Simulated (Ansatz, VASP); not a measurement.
**TiTe2: VASP beside Ansatz**

The input INCAR:

```
ALGO = Normal
EDIFF = 1E-6
EDIFFG = -0.005
ENCUT = 600
IBRION = 2
ISIF = 3
ISMEAR = 0
LASPH = True
LCHARG = False
LREAL = False
LWAVE = False
NELM = 80
NSW = 100
PREC = Accurate
SIGMA = 0.1
```

File KPOINTS:

```
k-points
0
Gamma
  15 15 8
```

The input POSCAR:

```
TiTe2
1.0
    3.7770000000      0.0000000000      0.0000000000
   -1.8885000000      3.2709779501      0.0000000000
    0.0000000000      0.0000000000      6.4980000000
Ti Te
1 2
Direct
    0.0000000000      0.0000000000      0.0000000000
    0.6666666667      0.3333333333      0.2628000000
    0.3333333333      0.6666666667      0.7372000000
```

Input for Ansatz:

```yaml
crystal:
  lattice:
    - [3.777, 0.0, 0.0]
    - [-1.8885, 3.2709779501, 0.0]
    - [0.0, 0.0, 6.498]
  atoms:
    - { symbol: Ti, position: [0.0, 0.0, 0.0] }
    - { symbol: Te, position: [0.6666666667, 0.3333333333, 0.2628] }
    - { symbol: Te, position: [0.3333333333, 0.6666666667, 0.7372] }
basis:
  ecutwfc: 420
kpoints:
  mp_grid: { grid: [15, 15, 8] }
hamiltonian:
  xc: lda
scf:
  occupations: { method: gaussian, width: 0.1 }
output:
  forces: true
  stress: true
  eigenvalues: true
relax:
  adjacent_minimum: "off"
  f_tol: 0.005
  max_steps: 80
  cell: { stress_tol: 0.05 }
```

Alike in both runs: task relaxation of cell and atoms; functional LDA; k mesh 15 × 15 × 8; occupations gaussian, width 0.1 eV; no spin polarisation.

|  | VASP | Ansatz |
| --- | --- | --- |
| version | VASP 6.6.1 | Ansatz 0.2.0 |
| potentials or method | VASP PAW LDA potentials, release 64 (Ti_sv, Te), cutoff 600 eV | scalar-relativistic, plane waves, PAW |
| valence electrons in the cell | 24 | 44 |

```csv
,VASP,Ansatz,Ansatz less VASP
"gap on the k mesh at the Fermi level, each at its own relaxed structure (eV)",none,none,-
relaxed volume (Å³/atom),24.58,24.59,+0.015
relaxed cell length with the largest relative difference (Å),6.333,6.340,+0.0071
```

LDA's correlation is that of Perdew and Zunger in VASP and of Perdew and Wang (1992) in Ansatz. A gap of «none» marks a metal or a gap that the smearing closes. VASP's potentials hold 24 valence electrons a cell and Ansatz's 44, so a difference there can come from the potentials and not from the codes.

Neither program's run includes spin-orbit coupling.
